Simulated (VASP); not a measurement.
Write the native input for VASP 6.6.1 that does the following.

| Item | Value |
| --- | --- |
| Task | single point |
| Functional | PBE |
| Potentials or basis | VASP PAW PBE potentials, release 64 (K_sv, F) |
| Cutoff | 520 eV |
| k mesh | 8 × 8 × 8 |
| Occupations | fermi-dirac, width 0.02 eV |
| Spin | no spin polarisation |
| Dipole correction | no |
| Further INCAR settings | ALGO = Normal; EDIFF = 1e-07; NBANDS = 15 |

The structure of KF lies in POSCAR:

```
KF
1.0
    0.0000000000      2.8837383639      2.9354014290
    2.8837383639      0.0000000000      2.9354014290
    2.8837383639      2.8837383639      0.0000000000
K F
1 1
Direct
    0.0000000000      0.0000000000      0.0000000000
    0.2500000000      0.2500000000      0.2500000000
```

This cell differs from its parent crystal: biaxial xy strain -1.8%.

One way to write it, as run:

INCAR

```
PREC = Accurate
ENCUT = 520
EDIFF = 1E-7
ISMEAR = -1
SIGMA = 0.02
LREAL = F
LASPH = T
NELM = 60
ALGO = Normal
ISIF = 2
LWAVE = F
LCHARG = F
GGA = PE
NBANDS = 15
```

KPOINTS

```
regular mesh
0
Gamma
  8 8 8
```

Potentials or basis: VASP PAW PBE potentials, release 64 (K_sv, F).

The run is started by

```sh
$ cat potpaw_PBE.64/K_sv/POTCAR potpaw_PBE.64/F/POTCAR > POTCAR
$ mpirun -np 1 vasp_std > vasp.out
```

Results of the run:

```yaml
Pressure: 1.9 GPa
Band_gap_on_the_k_mesh: 5.25 eV (least direct gap 5.49 eV)
```

Caveat: the cell differs from its parent crystal (biaxial xy strain -1.8%).

Wall time 56 s on 1 thread of Intel Xeon 8259CL (shared host), peak memory 0.2 GiB.
